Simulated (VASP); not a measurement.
Runs of VASP 6.6.1 on Mo. The structure is that of space group Im-3m (No. 229), or close to it. The cells are those of the table. 

```csv
cell,gap on the mesh (eV),pressure (GPa)
"a = 2.701 Å, angles 109.5°, 1 atom",none,11.5
"a = 2.773 Å, angles 109.5°, 1 atom",none,-8.9
"a = 2.749 Å, angles 109.5°, 1 atom",none,-3.0
"a = 2.651 Å, angles 109.5°, 1 atom",none,(b)
"a = 2.725 Å, angles 109.5°, 1 atom",none,3.7
"a = 2.796 Å, angles 109.5°, 1 atom",none,-14.0
"a = 2.676 Å, angles 109.5°, 1 atom",none,(a)
```

Alike in all rows: task single point; level PBE; potentials or basis VASP PAW PBE potentials, release 64 (Mo_sv); no spin polarisation; k mesh 13 × 13 × 13; cutoff (eV) 520; smearing methfessel-paxton 0.15 eV.

Q: Estimate the missing entries.

A: (a) 20.6; (b) 31.1.

A k mesh can miss the band edges, and the runs leave out spin-orbit coupling on Mo.

A gap of «none» marks levels without a gap at the run's occupations.
